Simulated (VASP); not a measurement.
Here is a VASP 6.6.1 calculation.

Contents of INCAR:

```
SYSTEM = C
ALGO = Normal
EDIFF = 1E-6
ENCUT = 600
GGA = CA
GGA_COMPAT = .FALSE.
ISIF = 2
ISMEAR = 0
LASPH = .TRUE.
LCHARG = .FALSE.
LREAL = .FALSE.
LWAVE = .FALSE.
NBANDS = 11
NELM = 120
PREC = Accurate
SIGMA = 0.1
```

KPOINTS

```
k-points
0
G
  3 3 1
  0 0 0
```

The input POSCAR:

```
C
1.0
    2.4561701622      0.0000000000      0.0000000000
   -1.2280850811      2.1271057565      0.0000000000
    0.0000000000      0.0000000000      8.5238033600
C
2
Direct
    0.3333333333      0.6666666667      0.0000000000
    0.6666666667      0.3333333333      0.0000000000
```

Potentials or basis: VASP PAW LDA potentials, release 64 (C).

Command:

```bash
$ cat potpaw_LDA.64/C/POTCAR > POTCAR
$ mpirun -np 1 vasp_std > vasp.out
```

Task: What does it give for the band gap on the k mesh?

Result: Zero (filled and empty bands touch).

Caveat: the k points lie up to 0.98 Å⁻¹ apart.
